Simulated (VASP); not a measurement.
Input of a VASP 6.6.1 run:

File INCAR:

```
SYSTEM = Rb
PREC = Accurate ; ENCUT = 520
EDIFF = 1E-7 ; ISMEAR = -1
SIGMA = 0.1 ; LREAL = .FALSE.
LASPH = .TRUE. ; NELM = 80
ALGO = Normal ; ISIF = 2
LWAVE = .FALSE. ; LCHARG = .FALSE.
GGA = CA ; NBANDS = 10
```

The input KPOINTS:

```
Automatic mesh
0
G
  8 8 8
  0 0 0
```

File POSCAR:

```
Rb
1.0
   -2.6859640533      2.6859640533      2.6859640533
    2.6859640533     -2.6859640533      2.6859640533
    2.6859640533      2.6859640533     -2.6859640533
Rb
1
Direct
    0.0000000000      0.0000000000      0.0000000000
```

Potentials or basis: VASP PAW LDA potentials, release 64 (Rb_sv).

The run is started by

```console
$ cat potpaw_LDA.64/Rb_sv/POTCAR > POTCAR
$ mpirun -np 1 vasp_std > vasp.out
```

Problem. What does it give for the pressure?

Solution. 0.0 GPa.
